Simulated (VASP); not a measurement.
# BN (P6_3/mmc) in VASP: a series of runs

Runs on BN. Level: revPBE. Tasks: single point.

All numbers are computed with VASP 6.6.1; they aren't measurements. Logs are shortened: lines on timing, memory, paths and dates and some standing lists are left out, and cuts for length are marked.

## 1. The cell of the first run

It takes space group P6_3/mmc (No. 194, hexagonal). Conventional cell: a = 2.539 Å, b = 2.539 Å, c = 6.745 Å, α = 90.00°, β = 90.00°, γ = 120.00°. B (site symmetry -6m2) has 3 N at 1.47 Å within 2.0 Å. N (site symmetry -6m2) has 3 B at 1.47 Å within 2.0 Å.

## 2. Single point, revPBE

Input file INCAR:

```
PREC = Accurate
ENCUT = 600
EDIFF = 1E-6
ISMEAR = 0
SIGMA = 0.01
LREAL = F
LASPH = T
NELM = 120
ALGO = Normal
ISIF = 2
LWAVE = F
LCHARG = T
GGA = RE
LELF = T
LVHAR = T
NBANDS = 16
GGA_COMPAT = F
```

Input file KPOINTS:

```
regular mesh
0
Gamma
  8 8 3
```

Input file POSCAR:

```
BN
1.0
    2.5392020344      0.0000000000      0.0000000000
   -1.2696010172      2.1990141738      0.0000000000
    0.0000000000      0.0000000000      6.7445013049
B N
2 2
Direct
    0.3333333333      0.6666666667      0.2500000000
    0.6666666667      0.3333333333      0.7500000000
    0.3333333333      0.6666666667      0.7500000000
    0.6666666667      0.3333333333      0.2500000000
```

Potentials or basis: VASP PAW PBE potentials, release 64 (B, N).

On the command line:

```console
cat potpaw_PBE.64/B/POTCAR potpaw_PBE.64/N/POTCAR > POTCAR
mpirun -np 1 vasp_std > vasp.out
```

OUTCAR:

```text
PREC = Accurate
   ENCUT = 600
   EDIFF = 1E-6
   ISMEAR = 0
   LREAL = F
   LASPH = T
   NELM = 120
   ISIF = 2
   GGA = RE

 ion  position               nearest neighbor table
   1  0.333  0.667  0.250-   4 1.47   4 1.47   4 1.47
   2  0.667  0.333  0.750-   3 1.47   3 1.47   3 1.47
   3  0.333  0.667  0.750-   2 1.47   2 1.47   2 1.47
   4  0.667  0.333  0.250-   1 1.47   1 1.47   1 1.47

  LATTYP: Found a hexagonal cell.
 ALAT       =     2.5392020344
 C/A-ratio  =     2.6561499296

  Lattice vectors:

 A1 = (   2.5392020344,   0.0000000000,   0.0000000000)
 A2 = (  -1.2696010172,   2.1990141738,   0.0000000000)
 A3 = (   0.0000000000,   0.0000000000,   6.7445013049)

Analysis of symmetry for initial positions (statically):
=====================================================================
 Subroutine PRICEL returns:
 Original cell was already a primitive cell.

 Routine SETGRP: Setting up the symmetry group for a
 hexagonal supercell.

 Subroutine GETGRP returns: Found 24 space group operations
 (whereof 12 operations were pure point group operations)
 out of a pool of 24 trial point group operations.

The static configuration has the point symmetry D_3d.
 The point group associated with its full space group is D_6h.

Analysis of symmetry for dynamics (positions and initial velocities):
=====================================================================
 Subroutine PRICEL returns:
 Original cell was already a primitive cell.

 Routine SETGRP: Setting up the symmetry group for a
 hexagonal supercell.

 Subroutine GETGRP returns: Found 24 space group operations
 (whereof 12 operations were pure point group operations)
 out of a pool of 24 trial point group operations.

The dynamic configuration has the point symmetry D_3d.
 The point group associated with its full space group is D_6h.

 Subroutine INISYM returns: Found 24 space group operations
 (whereof 12 operations are pure point group operations),
 and found     1 'primitive' translations

----------------------------------------------------------------------------------------

                                     Primitive cell

  volume of cell :      37.6596

  direct lattice vectors                    reciprocal lattice vectors
[... 84 lines left out ...]
   ENCUT  =  600.0 eV  44.10 Ry    6.64 a.u.   5.07  5.07 13.47*2*pi/ulx,y,z
   NELM   =    120;   NELMIN=  2; NELMDL= -5     # of ELM steps
   EDIFF  = 0.1E-05   stopping-criterion for ELM
   LREAL  =      F    real-space projection
   EDIFFG = 0.1E-04   stopping-criterion for IOM
   NSW    =      0    number of steps for IOM
   IBRION =     -1    ionic relax: 0-MD 1-quasi-New 2-CG
   NFREE  =      0    steps in history (QN), initial steepest desc. (CG)
   ISIF   =      2    stress and relaxation
   ISYM   =      2    0-nonsym 1-usesym 2-fastsym
   POTIM  = 0.5000    time-step for ionic-motion
   TEBEG  =    0.0;   TEEND  =   0.0 temperature during run
   PSTRESS=    0.0 pullay stress
   NELECT =      16.0000    total number of electrons
   NUPDOWN=      -1.0000    fix difference up-down
   EMIN   =  10.00;   EMAX   =-10.00  energy-range for DOS
   EFERMI =   0.00;   METHOD = LEGACY
   ISMEAR =     0;   SIGMA  =   0.01  broadening in eV -4-tet -1-fermi 0-gaus
   EFERMI_NEDOS =   21; number of points for ismear=-14 and -15
   IALGO  =     38    algorithm
   IMIX   =      4    mixing-type and parameters
     AMIX     =   0.40;   BMIX     =  1.00
     AMIX_MAG =   1.60;   BMIX_MAG =  1.00
  volume/ion in A,a.u.               =       9.41        63.53
  Fermi-wavevector in a.u.,A,eV,Ry     =   1.230712  2.325709 20.608093  1.514652
  Thomas-Fermi vector in A             =   2.365550
   LORBIT       =      0    0 simple, 1 ext, 2 COOP (PROOUT), +10 PAW based schemes
   GGA     = RE    functional components
   LHFCALC =     F    Hartree Fock is set to
   AEXX    =    0.0000 exact exchange contribution
   IVDW    =     0    specifies the selected vdW correction
   LEPSILON=     F    determine dielectric tensor
   LRPA    =     F    only Hartree local field effects (RPA)
 non-spin polarized calculation
 Gauss-broadening in eV      SIGMA  =   0.01
  energy-cutoff  :      600.00
  volume of cell :       37.66
 maximum number of plane-waves:      1266
   NGX = 11   NGY = 11   NGZ = 27

 number of electron      16.0000002 magnetization

 Free energy of the ion-electron system (eV)
  ---------------------------------------------------
  ext. energy  EPLUGINS =         0.00000000
  ---------------------------------------------------
  free energy    TOTEN  =       -33.94640325 eV

  energy without entropy =      -33.94640325  energy(sigma->0) =      -33.94640325

 E-fermi :   2.2077     XC(G=0):  -9.6956

 val. band max:        2.0805733977   @ k =   0.3750   0.2500   0.0000
 cond. band min:       6.3827822864   @ k =   0.5000   0.0000   0.0000
 fundamental gap:      4.3022088887
 Fermi energy:         2.2076669136

 k-point     1 :       0.0000    0.0000    0.0000
  band No.  band energies     occupation
      1     -15.5192      2.00000
      2     -15.2615      2.00000
      3      -3.8255      2.00000
      4      -1.8762      2.00000
      5       0.7089      2.00000
      6       0.7089      2.00000
[... 357 lines left out ...]
      3      -5.9523      2.00000
      4      -5.9081      2.00000
      5      -4.4062      2.00000
      6      -4.3743      2.00000
[... 8 lines left out ...]
     15      17.9631      0.00000
     16      18.5131      0.00000

------------------------ aborting loop because EDIFF is reached ----------------------------------------

  FORCE on cell =-STRESS in cart. coord.  units (eV):
  Direction    XX          YY          ZZ          XY          YZ          ZX
  --------------------------------------------------------------------------------------
  -------------------------------------------------------------------------------------
  Total       -1.6848859     -1.6848870      0.8662365      0.0000000      0.0000000      0.0000000
  in kB      -71.6813144    -71.6813604     36.8529226      0.0000000      0.0000000      0.0000000
  external PRESSURE =     -35.5032507 kB  Pullay stress =       0.0000000 kB

 VOLUME and BASIS-vectors are now :
 -----------------------------------------------------------------------------
  energy-cutoff  :      600.00
  volume of cell :       37.66
      direct lattice vectors                 reciprocal lattice vectors
     2.539202034  0.000000000  0.000000000     0.393824511  0.227374614  0.000000000
    -1.269601017  2.199014174  0.000000000     0.000000000  0.454749229  0.000000000
     0.000000000  0.000000000  6.744501305     0.000000000  0.000000000  0.148268931

 POSITION                                       TOTAL-FORCE (eV/Angst)
 -----------------------------------------------------------------------------------
     -0.00000      1.46601      1.68613         0.000000      0.000000      0.000000
      1.26960      0.73300      5.05838        -0.000000      0.000000      0.000000
     -0.00000      1.46601      5.05838         0.000000      0.000000      0.000000
      1.26960      0.73300      1.68613        -0.000000     -0.000000      0.000000
 -----------------------------------------------------------------------------------
    total drift:                               -0.000000      0.000000      0.000000

  FREE ENERGIE OF THE ION-ELECTRON SYSTEM (eV)
  ---------------------------------------------------
  free  energy   TOTEN  =       -33.9464032502 eV

  energy  without entropy=      -33.9464032502  energy(sigma->0) =      -33.94640325
```

stdout:

```text
POSCAR found type information on POSCAR B N
 POSCAR found :  2 types and       4 ions
 scaLAPACK will be used
 -----------------------------------------------------------------------------
|                                                                             |
|                                                                             |
|     You enforced a specific xc type in the INCAR file but a different       |
|     I HOPE YOU KNOW WHAT YOU ARE DOING!                                     |
|                                                                             |
 -----------------------------------------------------------------------------

 LDA part: xc-table for (Slater+PW92), standard interpolation
 POSCAR, INCAR and KPOINTS ok, starting setup
 FFT: planning ... GRIDC
 FFT: planning ... GRID_SOFT
 FFT: planning ... GRID
 WAVECAR not read
 entering main loop
```

Wall time 6.3 s (1 thread of Intel Xeon 6975P-C (Granite Rapids), shared host); peak memory 0.15 GiB.

What came out:

* Free energy: -33.9464 eV
* Pressure: -3.6 GPa
* Band gap on the k mesh: 4.30 eV, indirect (least direct gap 4.64 eV)

Stress tensor (GPa, compression positive):
```
-7.17  0.00  0.00
 0.00 -7.17  0.00
 0.00  0.00  3.69
```

Caveat: the PAW data sets were made with another functional, which shifts forces and pressure a little; this functional lacks dispersion, which binds the layers, so the pressure and a relaxed spacing across them are unreliable. A k mesh can miss the band edges.

## 3. Single point, revPBE

This run uses another cell than the first one, of 9.64 Å³/atom, 1.024 times its volume.

Input file INCAR:

```
PREC = Accurate ; ENCUT = 600
EDIFF = 1E-6 ; ISMEAR = 0
SIGMA = 0.01 ; LREAL = False
LASPH = True ; NELM = 120
ALGO = Normal ; ISIF = 2
LWAVE = False ; LCHARG = False
GGA = RE ; NBANDS = 16
GGA_COMPAT = False
```

KPOINTS is that of step 2.

Input file POSCAR:

```
BN
1.0
    2.5591965745      0.0000000000      0.0000000000
   -1.2795982872      2.2163299590      0.0000000000
    0.0000000000      0.0000000000      6.7976098010
B N
2 2
Direct
    0.3333333333      0.6666666667      0.2500000000
    0.6666666667      0.3333333333      0.7500000000
    0.3333333333      0.6666666667      0.7500000000
    0.6666666667      0.3333333333      0.2500000000
```

Potentials or basis: VASP PAW PBE potentials, release 64 (B, N).

On the command line:

```console
cat potpaw_PBE.64/B/POTCAR potpaw_PBE.64/N/POTCAR > POTCAR
mpirun -np 1 vasp_std > vasp.out
```

OUTCAR:

```text
PREC = Accurate
   ENCUT = 600
   EDIFF = 1E-6
   ISMEAR = 0
   LREAL = False
   LASPH = True
   NELM = 120
   ISIF = 2
   GGA = RE

 ion  position               nearest neighbor table
   1  0.333  0.667  0.250-   4 1.48   4 1.48   4 1.48
   2  0.667  0.333  0.750-   3 1.48   3 1.48   3 1.48
   3  0.333  0.667  0.750-   2 1.48   2 1.48   2 1.48
   4  0.667  0.333  0.250-   1 1.48   1 1.48   1 1.48

  LATTYP: Found a hexagonal cell.
 ALAT       =     2.5591965745
 C/A-ratio  =     2.6561499295

[... 569 lines left out ...]

  FORCE on cell =-STRESS in cart. coord.  units (eV):
  Direction    XX          YY          ZZ          XY          YZ          ZX
  --------------------------------------------------------------------------------------
  -------------------------------------------------------------------------------------
  Total       -3.4569361     -3.4569384      0.8139050     -0.0000000     -0.0000000      0.0000000
  in kB     -143.6506661   -143.6507584     33.8212769     -0.0000000     -0.0000000      0.0000000
  external PRESSURE =     -84.4933825 kB  Pullay stress =       0.0000000 kB

 VOLUME and BASIS-vectors are now :
 -----------------------------------------------------------------------------
  energy-cutoff  :      600.00
  volume of cell :       38.56
      direct lattice vectors                 reciprocal lattice vectors
     2.559196575  0.000000000  0.000000000     0.390747631  0.225598178  0.000000000
    -1.279598287  2.216329959  0.000000000     0.000000000  0.451196355  0.000000000
     0.000000000  0.000000000  6.797609801     0.000000000  0.000000000  0.147110533

 POSITION                                       TOTAL-FORCE (eV/Angst)
 -----------------------------------------------------------------------------------
     -0.00000      1.47755      1.69940        -0.000000      0.000000      0.000000
      1.27960      0.73878      5.09821         0.000000     -0.000000      0.000000
     -0.00000      1.47755      5.09821        -0.000000      0.000000      0.000000
      1.27960      0.73878      1.69940         0.000000     -0.000000      0.000000
 -----------------------------------------------------------------------------------
    total drift:                               -0.000000      0.000000      0.000000

  FREE ENERGIE OF THE ION-ELECTRON SYSTEM (eV)
  ---------------------------------------------------
  free  energy   TOTEN  =       -33.9140205168 eV

  energy  without entropy=      -33.9140205168  energy(sigma->0) =      -33.91402052
```

Wall time 6.1 s (1 thread of Intel Xeon 6975P-C (Granite Rapids), shared host); peak memory 0.15 GiB.

What came out:

```yaml
Free_energy: -33.9140 eV
Pressure: -8.4 GPa
Band_gap_on_the_k_mesh: 4.27 eV, indirect (least direct gap 4.58 eV)
```

Caveat: the PAW data sets were made with another functional, which shifts forces and pressure a little; this functional lacks dispersion, which binds the layers, so the pressure and a relaxed spacing across them are unreliable.

(Part 1 of 2 ends here.)
